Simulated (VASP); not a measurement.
# PbS (Fm-3m) in VASP: single point with PBE

Aim: the single point of PbS with PBE.

Program: VASP 6.6.1. These are calculated values, not measurements. Logs are shortened: lines on timing, memory, paths and dates and some standing lists are left out, and cuts for length are marked.

## 1. The cell of the first run

The structure is cubic, space group Fm-3m (No. 225). Conventional cell: a = 5.958 Å, b = 5.958 Å, c = 5.958 Å, α = 90.00°, β = 90.00°, γ = 90.00°. Pb (site symmetry m-3m) has 6 S at 2.98 Å within 3.9 Å. S (site symmetry m-3m) has 6 Pb at 2.98 Å within 3.9 Å.

## 2. Single point, PBE

INCAR

```
PREC = Accurate
ENCUT = 520
EDIFF = 1E-6
ISMEAR = -1
SIGMA = 0.0631
LREAL = False
LASPH = True
NELM = 100
ALGO = Normal
ISIF = 2
LWAVE = False
LCHARG = False
GGA = PE
NBANDS = 17
```

KPOINTS

```
regular mesh
0
Gamma
  7 7 7
```

POSCAR

```
PbS
1.0
    0.0000000000      2.9789740000      2.9789740000
    2.9789740000      0.0000000000      2.9789740000
    2.9789740000      2.9789740000      0.0000000000
Pb S
1 1
Direct
    0.0000000000      0.0000000000      0.0000000000
    0.5000000000      0.5000000000      0.5000000000
```

Potentials or basis: VASP PAW PBE potentials, release 64 (Pb_d, S).

Launch:

```console
$ cat potpaw_PBE.64/Pb_d/POTCAR potpaw_PBE.64/S/POTCAR > POTCAR
$ mpirun -np 1 vasp_std > vasp.out
```

OUTCAR:

```text
PREC = Accurate
   ENCUT = 520
   EDIFF = 1E-6
   ISMEAR = -1
   LREAL = False
   LASPH = True
   NELM = 100
   ISIF = 2
   GGA = PE

 ion  position               nearest neighbor table
   1  0.000  0.000  0.000-   2 2.98   2 2.98   2 2.98   2 2.98   2 2.98   2 2.98
   2  0.500  0.500  0.500-   1 2.98   1 2.98   1 2.98   1 2.98   1 2.98   1 2.98

  LATTYP: Found a face centered cubic cell.
 ALAT       =     5.9579480000

  Lattice vectors:

 A1 = (   0.0000000000,   2.9789740000,   2.9789740000)
 A2 = (   2.9789740000,   0.0000000000,   2.9789740000)
 A3 = (   2.9789740000,   2.9789740000,   0.0000000000)

Analysis of symmetry for initial positions (statically):
=====================================================================
 Subroutine PRICEL returns:
 Original cell was already a primitive cell.

 Routine SETGRP: Setting up the symmetry group for a
 face centered cubic supercell.

 Subroutine GETGRP returns: Found 48 space group operations
[... 9 lines left out ...]

 Routine SETGRP: Setting up the symmetry group for a
 face centered cubic supercell.

 Subroutine GETGRP returns: Found 48 space group operations
[... 11 lines left out ...]
                                     Primitive cell

  volume of cell :      52.8725

  direct lattice vectors                    reciprocal lattice vectors
     0.000000000  2.978974000  2.978974000    -0.167843022  0.167843022  0.167843022
     2.978974000  0.000000000  2.978974000     0.167843022 -0.167843022  0.167843022
     2.978974000  2.978974000  0.000000000     0.167843022  0.167843022 -0.167843022

  length of vectors
     4.212905433  4.212905433  4.212905433     0.290712643  0.290712643  0.290712643

  position of ions in fractional coordinates (direct lattice)
     0.000000000  0.000000000  0.000000000
     0.500000000  0.500000000  0.500000000

  ion indices of the primitive-cell ions
   primitive index   ion index
                 1           1
                 2           2

----------------------------------------------------------------------------------------

 KPOINTS: regular mesh

Automatic generation of k-mesh.
 Grid dimensions read from file:
 generate k-points for:    7    7    7

 Generating k-lattice:

  Cartesian coordinates                     Fractional coordinates (reciprocal lattice)
    -0.023977575  0.023977575  0.023977575     0.142857143  0.000000000  0.000000000
     0.023977575 -0.023977575  0.023977575     0.000000000  0.142857143  0.000000000
     0.023977575  0.023977575 -0.023977575     0.000000000  0.000000000  0.142857143

  Length of vectors
     0.041530378  0.041530378  0.041530378

  Shift w.r.t. Gamma in fractional coordinates (k-lattice)
     0.000000000  0.000000000  0.000000000

 Subroutine IBZKPT returns following result:
 ===========================================

 Found     20 irreducible k-points:

 Following reciprocal coordinates:
            Coordinates               Weight
  0.000000  0.000000  0.000000      1.000000
  0.142857  0.000000  0.000000      8.000000
  0.285714  0.000000  0.000000      8.000000
  0.428571  0.000000  0.000000      8.000000
  0.142857  0.142857  0.000000      6.000000
  0.285714  0.142857  0.000000     24.000000
[... 12 lines left out ...]
 -0.428571  0.428571  0.142857     24.000000
 -0.285714  0.428571  0.142857     24.000000
   k-points           NKPTS =     20   k-points in BZ     NKDIM =     20   number of bands    NBANDS=     17
   number of dos      NEDOS =    301   number of ions     NIONS =      2
   total plane-waves  NPLWV =  32768
   dimension x,y,z NGX =    32 NGY =   32 NGZ =   32
   dimension x,y,z NGXF=    64 NGYF=   64 NGZF=   64
   ions per type =               1   1
   NGX,Y,Z   is equivalent  to a cutoff of  12.63, 12.63, 12.63 a.u.
   NGXF,Y,Z  is equivalent  to a cutoff of  25.26, 25.26, 25.26 a.u.
 SYSTEM =  unknown system
   PREC   = accura    normal or accurate (medium, high low for compatibility)
   ISTART =      0    job   : 0-new  1-cont  2-samecut
   ICHARG =      2    charge: 1-file 2-atom 10-const
   ISPIN  =      1    spin polarized calculation?
   LNONCOLLINEAR =      F non collinear calculations
   LSORBIT =      F    spin-orbit coupling
   LASPH  =      T    aspherical Exc in radial PAW
   ENCUT  =  520.0 eV  38.22 Ry    6.18 a.u.   7.83  7.83  7.83*2*pi/ulx,y,z
   NELM   =    100;   NELMIN=  2; NELMDL= -5     # of ELM steps
   EDIFF  = 0.1E-05   stopping-criterion for ELM
   LREAL  =      F    real-space projection
   EDIFFG = 0.1E-04   stopping-criterion for IOM
   NSW    =      0    number of steps for IOM
   IBRION =     -1    ionic relax: 0-MD 1-quasi-New 2-CG
   NFREE  =      0    steps in history (QN), initial steepest desc. (CG)
   ISIF   =      2    stress and relaxation
   ISYM   =      2    0-nonsym 1-usesym 2-fastsym
   POTIM  = 0.5000    time-step for ionic-motion
   TEBEG  =    0.0;   TEEND  =   0.0 temperature during run
   PSTRESS=    0.0 pullay stress
   NELECT =      20.0000    total number of electrons
   NUPDOWN=      -1.0000    fix difference up-down
   EMIN   =  10.00;   EMAX   =-10.00  energy-range for DOS
   EFERMI =   0.00;   METHOD = LEGACY
   ISMEAR =    -1;   SIGMA  =   0.06  broadening in eV -4-tet -1-fermi 0-gaus
   EFERMI_NEDOS =   21; number of points for ismear=-14 and -15
   IALGO  =     38    algorithm
   IMIX   =      4    mixing-type and parameters
     AMIX     =   0.40;   BMIX     =  1.00
     AMIX_MAG =   1.60;   BMIX_MAG =  1.00
  volume/ion in A,a.u.               =      26.44       178.40
  Fermi-wavevector in a.u.,A,eV,Ry     =   1.183972  2.237383 19.072508  1.401790
  Thomas-Fermi vector in A             =   2.320196
   LORBIT       =      0    0 simple, 1 ext, 2 COOP (PROOUT), +10 PAW based schemes
   GGA     = PE    functional components
[... 5 lines left out ...]
 non-spin polarized calculation
  energy-cutoff  :      520.00
  volume of cell :       52.87
 maximum number of plane-waves:      1436
   NGX = 15   NGY = 15   NGZ = 15

 number of electron      20.0000000 magnetization

 Free energy of the ion-electron system (eV)
  ---------------------------------------------------
  ext. energy  EPLUGINS =         0.00000000
  ---------------------------------------------------
  free energy    TOTEN  =        -8.76555952 eV

  energy without entropy =       -8.76553522  energy(sigma->0) =       -8.76554737

 E-fermi :   5.8758     XC(G=0):  -9.6207

 val. band max:        5.3877598278   @ k =   0.4286   0.0000   0.0000
 cond. band min:       6.3598395262   @ k =   0.4286   0.0000   0.0000
 fundamental gap:      0.9720796984
 Fermi energy:         5.8758111557

 k-point     1 :       0.0000    0.0000    0.0000
  band No.  band energies     occupation
      1     -11.1566      2.00000
      2     -11.1565      2.00000
      3     -11.1565      2.00000
      4     -11.1398      2.00000
      5     -11.1398      2.00000
      6      -7.8317      2.00000
[... 9 lines left out ...]
     16      12.4113      0.00000
     17      14.3433      0.00000

 k-point     2 :       0.1429    0.0000    0.0000
  band No.  band energies     occupation
      1     -11.1556      2.00000
      2     -11.1535      2.00000
      3     -11.1535      2.00000
      4     -11.1402      2.00000
      5     -11.1402      2.00000
      6      -7.6625      2.00000
[... 9 lines left out ...]
     16      12.8703      0.00000
     17      15.7774      0.00000

 k-point     3 :       0.2857    0.0000    0.0000
  band No.  band energies     occupation
      1     -11.1616      2.00000
      2     -11.1616      2.00000
      3     -11.1541      2.00000
      4     -11.1260      2.00000
      5     -11.1260      2.00000
      6      -7.2084      2.00000
[... 9 lines left out ...]
     16      13.9392      0.00000
     17      17.8876      0.00000

 k-point     4 :       0.4286    0.0000    0.0000
  band No.  band energies     occupation
      1     -11.1706      2.00000
      2     -11.1706      2.00000
      3     -11.1533      2.00000
      4     -11.1118      2.00000
      5     -11.1118      2.00000
      6      -6.7137      2.00000
[... 9 lines left out ...]
     16      15.3895      0.00000
     17      16.6968      0.00000

 k-point     5 :       0.1429    0.1429    0.0000
  band No.  band energies     occupation
      1     -11.1611      2.00000
      2     -11.1554      2.00000
      3     -11.1461      2.00000
      4     -11.1461      2.00000
      5     -11.1353      2.00000
      6      -7.6029      2.00000
[... 9 lines left out ...]
     16      13.7998      0.00000
     17      15.0079      0.00000

 k-point     6 :       0.2857    0.1429    0.0000
  band No.  band energies     occupation
      1     -11.1747      2.00000
      2     -11.1603      2.00000
      3     -11.1463      2.00000
      4     -11.1348      2.00000
      5     -11.1227      2.00000
      6      -7.2356      2.00000
[... 9 lines left out ...]
     16      14.7398      0.00000
     17      16.5737      0.00000
[... 201 lines left out ...]
 k-point    17 :       0.4286    0.2857    0.1429
  band No.  band energies     occupation
      1     -11.1972      2.00000
      2     -11.1592      2.00000
      3     -11.1458      2.00000
      4     -11.1226      2.00000
      5     -11.1173      2.00000
      6      -6.8305      2.00000
[... 9 lines left out ...]
     16      15.9771      0.00000
     17      16.3093      0.00000

 k-point    18 :      -0.4286    0.2857    0.1429
  band No.  band energies     occupation
      1     -11.2110      2.00000
      2     -11.1531      2.00000
      3     -11.1442      2.00000
      4     -11.1265      2.00000
      5     -11.1095      2.00000
      6      -6.4262      2.00000
[... 9 lines left out ...]
     16      16.2945      0.00000
     17      17.2899      0.00000

 k-point    19 :      -0.4286    0.4286    0.1429
  band No.  band energies     occupation
      1     -11.2512      2.00000
      2     -11.1650      2.00000
      3     -11.1312      2.00000
      4     -11.1139      2.00000
      5     -11.1018      2.00000
      6      -6.2786      2.00000
[... 9 lines left out ...]
     16      17.2481      0.00000
     17      17.7022      0.00000

 k-point    20 :      -0.2857    0.4286    0.1429
  band No.  band energies     occupation
      1     -11.2379      2.00000
      2     -11.1489      2.00000
      3     -11.1376      2.00000
      4     -11.1316      2.00000
      5     -11.1020      2.00000
      6      -6.2125      2.00000
[... 9 lines left out ...]
     16      17.3731      0.00000
     17      17.9845      0.00000

------------------------ aborting loop because EDIFF is reached ----------------------------------------

  FORCE on cell =-STRESS in cart. coord.  units (eV):
  Direction    XX          YY          ZZ          XY          YZ          ZX
  --------------------------------------------------------------------------------------
  -------------------------------------------------------------------------------------
  Total        0.4262921      0.4262921      0.4262921      0.0000000      0.0000000     -0.0000000
  in kB       12.9177753     12.9177753     12.9177753      0.0000000      0.0000000     -0.0000000
  external PRESSURE =      12.9177753 kB  Pullay stress =       0.0000000 kB

 VOLUME and BASIS-vectors are now :
 -----------------------------------------------------------------------------
  energy-cutoff  :      520.00
  volume of cell :       52.87
      direct lattice vectors                 reciprocal lattice vectors
     0.000000000  2.978974000  2.978974000    -0.167843022  0.167843022  0.167843022
     2.978974000  0.000000000  2.978974000     0.167843022 -0.167843022  0.167843022
     2.978974000  2.978974000  0.000000000     0.167843022  0.167843022 -0.167843022

 POSITION                                       TOTAL-FORCE (eV/Angst)
 -----------------------------------------------------------------------------------
      0.00000      0.00000      0.00000        -0.000000     -0.000000      0.000000
      2.97897      2.97897      2.97897         0.000000      0.000000     -0.000000
 -----------------------------------------------------------------------------------
    total drift:                                0.000000     -0.000000     -0.000000

  FREE ENERGIE OF THE ION-ELECTRON SYSTEM (eV)
  ---------------------------------------------------
  free  energy   TOTEN  =        -8.7655595162 eV

  energy  without entropy=       -8.7655352247  energy(sigma->0) =       -8.76554737
```

It took 30 s on 1 thread of AMD EPYC 7R13, shared host; peak memory 0.15 GiB.

Results:

```
Free energy : -8.7656 eV
Pressure    : 1.3 GPa
```

Caveat: this odd mesh misses L, where the gap lies, so gap, dielectric constants and Born charges aren't listed; spin-orbit coupling is left out, which moves the levels of the heavy elements.
